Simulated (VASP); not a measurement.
Crystal: Sn.

```
Sn
1.0
     4.63494    0.00000    0.00000
    -2.31747    4.01398    0.00000
     0.00000    0.00000    7.61389
Sn
4
Direct
  0.33333 0.66667 0.00024
  0.66667 0.33333 0.50024
  0.33333 0.66667 0.37476
  0.66667 0.33333 0.87476
```

This isn't the form of Sn at room conditions, which is tetragonal (white tin).

Base run:

* Program: VASP 6.6.1
* Functional: LDA
* Potentials or basis: VASP PAW LDA potentials, release 64 (Sn_d)
* Cutoff: 520 eV
* k mesh: 6 × 6 × 4
* Occupations: fermi-dirac, width 0.02 eV
* Spin: no spin polarisation

Its results: band gap on the k mesh zero (bands 28 and 29 overlap by 0.10 eV); pressure -1.8 GPa; largest force 0.060 eV/Å.

**Question.** The run is repeated on the same cell with these changes: functional from LDA to PBE; potentials or basis from VASP PAW LDA potentials, release 64 (Sn_d) to VASP PAW PBE potentials, release 64 (Sn_d). What comes out?

**Answer.** Band gap on the k mesh zero (bands 28 and 29 overlap by 0.09 eV); pressure 1.5 GPa; largest force 0.046 eV/Å.

Caveats: spin-orbit coupling is left out, which moves the levels of the heavy elements.
